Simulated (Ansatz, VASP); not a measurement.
## PbS: VASP beside Ansatz

```xyz
2
Lattice="0.0000 2.9650 2.9650 2.9650 0.0000 2.9650 2.9650 2.9650 0.0000" Properties=species:S:1:pos:R:3 pbc="T T T"
Pb    0.0000    0.0000    0.0000
S     2.9867    2.9867    2.9867
```

Change from the starting cell: all S atoms moved +0.037 Å, as atom 2 along Cartesian [1 1 1].

Alike in both runs: task single point; functional r2SCAN; k mesh 8 × 8 × 8; occupations gaussian, width 0.05 eV; no spin polarisation.

|  | VASP | Ansatz |
| --- | --- | --- |
| version | VASP 6.6.1 | Ansatz 0.2.0 |
| potentials or method | VASP PAW PBE potentials, release 64 (Pb_d, S), cutoff 550 eV | scalar-relativistic, plane waves, PAW |
| valence electrons in the cell | 20 | 20 |

VASP gave:

- gap on the k mesh at the Fermi level (eV): 0.62
- least direct gap on the mesh (eV): 0.62
- pressure (GPa): 1.4
- rms of the force components (eV/Å): 0.009

What did Ansatz give for the same quantities?

gap on the k mesh at the Fermi level (eV): 0.61; least direct gap on the mesh (eV): 0.61; pressure (GPa): 1.4; rms of the force components (eV/Å): 0.008.

VASP's potentials were made for PBE, not for r2SCAN. Atom by atom the forces differ by 0.001 eV/Å (rms over components). The functional is the same, so the differences come from potentials, cutoffs and numerics.

Spin-orbit coupling is off throughout.
